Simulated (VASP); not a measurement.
# Ni3Br2: single point with PBE

Ni3Br2:

```
CELL_PARAMETERS angstrom
4.00445 0.00000 0.00000
-2.00222 3.46795 0.00000
0.00000 0.00000 6.23027
ATOMIC_POSITIONS crystal
Ni 0.00000 0.00000 0.00000
Ni 0.33333 0.66667 0.64500
Ni 0.66667 0.33333 0.35500
Br 0.33333 0.66667 0.24500
Br 0.66667 0.33333 0.75500
```

```yaml
Program: VASP 6.6.1
Task: single point
Functional: PBE
Potentials_or_basis: VASP PAW PBE potentials, release 64 (Ni, Br)
Cutoff: 520 eV
k_mesh: 6 × 6 × 4
Occupations: gaussian, width 0.1 eV
Spin: collinear spin, ferromagnetic start
Starting_moments: "[2.0, 2.0, 2.0, 0.0, 0.0] μB"
Dipole_correction: no
Further_INCAR_settings: ALGO = Normal; EDIFF = 1e-06; NBANDS = 34
```

```
Pressure                                              : -1.2 GPa
Largest force                                         : 0.465 eV/Å
Net moment                                            : 1.92 μB per cell
Site moments                                          : Ni +0.69, +0.56 (each value once); Br +0.09 μB
Valence electrons inside the program's atomic spheres : Ni 8.95, 9.19 (each value once); Br 4.85
```

Forces in eV/Å, atoms in the order of the input:
```
Ni   0.000  0.000  0.000
Ni   0.000  0.000 -0.130
Ni   0.000  0.000  0.130
Br   0.000  0.000 -0.465
Br   0.000  0.000  0.465
```

Stress tensor (GPa, compression positive):
```
-0.33  0.00  0.00
 0.00 -0.33  0.00
 0.00  0.00 -3.00
```

Levels at points of the mesh, in eV from the Fermi level:
Spin up:
```tsv
k point	band 21	band 22	band 23	band 24	band 25	band 26
(0.00, 0.00, 0.00)	-0.34	-0.34	-0.04	-0.04	0.86	4.65
(0.50, 0.00, 0.00)	-0.77	-0.47	-0.20	1.57	1.92	3.63
(0.00, 0.00, 0.50)	-0.29	0.08	0.08	0.69	0.93	3.91
(0.50, 0.00, 0.50)	-0.68	-0.68	-0.57	0.86	2.01	3.65
```
Spin down:
```csv
k point,band 19,band 20,band 21,band 22,band 23,band 24
"(0.00, 0.00, 0.00)",-0.48,-0.06,0.16,0.16,0.56,0.56
"(0.50, 0.00, 0.00)",-0.55,-0.26,-0.25,0.13,0.49,1.78
"(0.00, 0.00, 0.50)",-0.11,0.25,0.25,0.72,0.73,0.73
"(0.50, 0.00, 0.50)",-0.25,-0.13,-0.10,-0.03,0.04,1.13
```

It took 2.5 min on 1 thread of AMD EPYC 7R43 64-Core Processor (Zen 3), on a shared host, peak memory 0.24 GiB.
